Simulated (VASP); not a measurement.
The system is TiTe2.

```
Ti Te
1.0
     5.29466    0.00000    0.00000
    -2.64733    4.58531    0.00000
     0.00000    0.00000    3.11914
Ti Te
1 2
Direct
  0.00000 0.00000 0.00000
  0.33333 0.66667 0.50000
  0.66667 0.33333 0.50000
```

| Property | Result |
| --- | --- |
| Program | VASP 6.6.1 |
| Task | relaxation of cell and atoms |
| Functional | PBE |
| Potentials or basis | VASP PAW PBE potentials, release 64 (Ti_sv, Te) |
| Cutoff | 600 eV |
| k mesh | 12 × 12 × 14 |
| Occupations | gaussian, width 0.1 eV |
| Spin | no spin polarisation |

At the start: pressure -0.1 GPa; volume 25.24 Å³/atom.

Where does the relaxation end?

Over 6 steps the energy falls by 5.4 meV/atom and the volume is 25.26 Å³/atom (+0.1 %); space group P6/mmm (No. 191, to 0.1 Å) before and after.

The path:
```tsv
step	energy change (eV)	largest force (eV/Å)	pressure (GPa)	volume (Å³)
1	0.0000	0.0000	-0.11	75.73
2	-0.0156	0.0000	0.27	75.52
3	-0.0161	0.0000	0.19	75.55
4	-0.0161	0.0000	0.19	75.55
5	-0.0162	0.0000	-0.06	75.87
6	-0.0162	0.0000	0.00	75.79
```

Final structure:
```
Ti Te
1.0
     5.34039    0.00000    0.00000
    -2.67020    4.62492    0.00000
     0.00000    0.00000    3.06858
Ti Te
1 2
Direct
  0.00000 0.00000 0.00000
  0.33333 0.66667 0.50000
  0.66667 0.33333 0.50000
```
